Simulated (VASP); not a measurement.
# AlCu3 (Fm-3m) in VASP: notebook, part 2 of 2

VASP 6.6.1. The steps go on from the part before.

## 5. Relaxation of cell and atoms, PBEsol, target pressure 40 GPa, at which the enthalpy is minimised

This run uses another cell than the first one, of 10.00 Å³/atom.

INCAR reads:

```
SYSTEM = AlCu3
  PREC = Accurate
  ENCUT = 600
  EDIFF = 1E-6
  ISMEAR = 0
  SIGMA = 0.1
  LREAL = .FALSE.
  LASPH = .TRUE.
  NELM = 100
  ALGO = Fast
  ISIF = 3
  LWAVE = .FALSE.
  LCHARG = .FALSE.
  GGA = PS
  IBRION = 2
  NSW = 70
  EDIFFG = -0.008
  PSTRESS = 400.0
```

KPOINTS reads:

```
Automatic mesh
0
G
  14 14 14
  0 0 0
```

POSCAR reads:

```
AlCu3
1.0
    0.0000000000      2.7147347717      2.7147347717
    2.7147347717      0.0000000000      2.7147347717
    2.7147347717      2.7147347717      0.0000000000
Al Cu
1 3
Direct
    0.0000000000      0.0000000000      0.0000000000
    0.5000000000      0.5000000000      0.5000000000
    0.2500000000      0.2500000000      0.2500000000
    0.7500000000      0.7500000000      0.7500000000
```

Potentials or basis: VASP PAW PBE potentials, release 64 (Al, Cu).

Started as:

```
$ cat potpaw_PBE.64/Al/POTCAR potpaw_PBE.64/Cu/POTCAR > POTCAR
$ mpirun -np 1 vasp_std > vasp.out
```

OUTCAR:

```text
SYSTEM = AlCu3
   PREC = Accurate
   ENCUT = 600
   EDIFF = 1E-6
   ISMEAR = 0
   LREAL = .FALSE.
   LASPH = .TRUE.
   NELM = 100
   ISIF = 3
   GGA = PS
   IBRION = 2
   NSW = 70
   EDIFFG = -0.008
   PSTRESS = 400.0

 ion  position               nearest neighbor table
   1  0.000  0.000  0.000-   4 2.35   4 2.35   4 2.35   3 2.35   4 2.35   3 2.35   3 2.35   3 2.35
                             2 2.71   2 2.71   2 2.71   2 2.71   2 2.71   2 2.71
   2  0.500  0.500  0.500-   3 2.35   3 2.35   3 2.35   3 2.35   4 2.35   4 2.35   4 2.35   4 2.35
                             1 2.71   1 2.71   1 2.71   1 2.71   1 2.71   1 2.71
   3  0.250  0.250  0.250-   1 2.35   1 2.35   1 2.35   1 2.35   2 2.35   2 2.35   2 2.35   2 2.35
                             4 2.71   4 2.71   4 2.71   4 2.71   4 2.71   4 2.71
   4  0.750  0.750  0.750-   2 2.35   2 2.35   2 2.35   1 2.35   2 2.35   1 2.35   1 2.35   1 2.35
                             3 2.71   3 2.71   3 2.71   3 2.71   3 2.71   3 2.71

  LATTYP: Found a face centered cubic cell.
[... 274 lines left out ...]
  free energy    TOTEN  =       -16.90299429 eV

  energy without entropy =      -16.89702344  energy(sigma->0) =      -16.90000886

 E-fermi :  11.0602     XC(G=0): -13.4511

 val. band max:       11.0583157781   @ k =   0.3571   0.2143   0.0000
 cond. band min:      11.0666150628   @ k =   0.5000   0.2143   0.0000
 fundamental gap:      0.0082992847
 Fermi energy:        11.0601717489

 k-point     1 :       0.0000    0.0000    0.0000
  band No.  band energies     occupation
      1      -1.0969      2.00000
      2       5.1797      2.00000
      3       5.1797      2.00000
      4       5.3913      2.00000
      5       5.3913      2.00000
      6       5.3913      2.00000
[... 589 lines left out ...]
     21      16.1801      0.00000
     22      17.7449      0.00000

 [... further k-points ...]

------------------------ aborting loop because EDIFF is reached ----------------------------------------

  FORCE on cell =-STRESS in cart. coord.  units (eV):
  Direction    XX          YY          ZZ          XY          YZ          ZX
  --------------------------------------------------------------------------------------
  -------------------------------------------------------------------------------------
  Total       10.0907966     10.0907966     10.0907966     -0.0000000      0.0000000      0.0000000
  in kB      400.8279381    400.8279381    400.8279381     -0.0000000      0.0000000      0.0000000
  external PRESSURE =       0.8279381 kB  Pullay stress =     400.0000000 kB
[... 23 lines left out ...]
  energy  without entropy=      -16.8970234401  energy(sigma->0) =      -16.90000886

  enthalpy is  TOTEN    =        -6.8330409152 eV   P V=       10.0699533719

 reached required accuracy - stopping structural energy minimisation
```

OSZICAR:

```text
N       E                     dE             d eps       ncg     rms          rms(c)
DAV:   1     0.262904914340E+03    0.26290E+03   -0.17718E+04  4768   0.304E+03
DAV:   2    -0.335512080124E+01   -0.26626E+03   -0.25971E+03  4576   0.430E+02
DAV:   3    -0.214852970424E+02   -0.18130E+02   -0.17515E+02  5452   0.166E+02
DAV:   4    -0.218679661986E+02   -0.38267E+00   -0.38174E+00  6958   0.269E+01
[... 33 lines left out ...]
RMM:   6    -0.169029910762E+02    0.12633E-04   -0.78310E-04  5037   0.332E-01    0.285E-02
RMM:   7    -0.169029980582E+02   -0.69819E-05   -0.21685E-04  5100   0.176E-01    0.241E-02
RMM:   8    -0.169029915496E+02    0.65086E-05   -0.61192E-05  4811   0.115E-01    0.338E-03
RMM:   9    -0.169029938026E+02   -0.22530E-05   -0.23392E-05  4613   0.417E-02    0.217E-03
RMM:  10    -0.169029942871E+02   -0.48447E-06   -0.37446E-06  3220   0.234E-02
   3 F= -.68330409E+01 E0= -.68300555E+01  d E =-.244525E-02
```

Run time: 7 min. Hardware: 1 thread of Intel Xeon 8259CL, shared host; peak memory 0.26 GiB.

What came out:

```
Free energy                                                : -16.9030 eV
Relaxed volume                                             : 10.08 Å³/atom
Relaxed cell                                               : a = 3.849 Å, b = 3.849 Å, c = 3.849 Å, α = 60.00°, β = 60.00°, γ = 60.00°
Space group after relaxing (to 0.1 Å)                      : Fm-3m (No. 225)
Energy change on relaxing (the run minimises the enthalpy) : -20.6 meV/atom
Ionic steps                                                : 3
Pressure after relaxing                                    : 40.1 GPa
Band gap on the k mesh                                     : zero (bands 18 and 19 overlap by 6.32 eV)
```

The path:
```tsv
step	energy change (eV)	largest force (eV/Å)	pressure (GPa)	volume (Å³)
1	0.0000	0.0000	42.16	40.01
2	-0.1935	0.0000	36.35	40.80
3	-0.0825	0.0000	40.08	40.33
```

Final structure:
```
CELL_PARAMETERS angstrom
0.00000 2.72197 2.72197
2.72197 0.00000 2.72197
2.72197 2.72197 0.00000
ATOMIC_POSITIONS crystal
Al 0.00000 0.00000 0.00000
Cu 0.50000 0.50000 0.50000
Cu 0.25000 0.25000 0.25000
Cu 0.75000 0.75000 0.75000
```

Levels at points of the mesh, in eV from the Fermi level:
```
           k point  band 14  band 15  band 16  band 17  band 18  band 19  band 20  band 21  band 22
(0.00, 0.00, 0.00)    -3.05    -2.95    -2.95     3.93     3.93     3.93     4.77     4.77     4.77
(0.50, 0.00, 0.00)    -3.08    -2.88    -2.88    -2.51     2.72     2.72     3.38     3.38     4.52
(0.50, 0.50, 0.00)    -2.79    -2.79    -2.77    -2.77    -2.69    -2.39     2.45     3.15    11.93
```

Caveat: the cell is relaxed towards a set pressure, so the run minimises the enthalpy, not the energy; the PAW data sets were made with another functional, which shifts forces and pressure a little.

## 6. Summary

```csv
task,cell,k mesh,cutoff (eV),gap on the mesh (eV),pressure (GPa)
single point,"a = 4.060 Å, angles 60.0°, 4 atoms",12 × 12 × 12,520,none,2.7
single point,"a = 4.096 Å, angles 60.0°, 4 atoms",12 × 12 × 12,520,none,-1.3
single point,"a = 3.847 Å, angles 60.0°, 4 atoms",14 × 14 × 14,520,none,40.7
relaxation of cell and atoms,"relaxed to 40 GPa from a = 3.839 Å, angles 60.0°, 4 atoms",14 × 14 × 14,600,none,40.1
```

Alike in all rows: level PBEsol; potentials or basis VASP PAW PBE potentials, release 64 (Al, Cu); no spin polarisation; smearing gaussian 0.1 eV.

Caveats: the PAW data sets were made with another functional, which shifts forces and pressure a little; the cell stands under pressure (at least some runs); the cell is relaxed towards a set pressure, so the run minimises the enthalpy, not the energy (at least some runs).

Total energies depend on the potentials used, so only differences within one code and one set of settings carry meaning.

The gap in the log of VASP goes by the Fermi energy; the results here count the filled bands.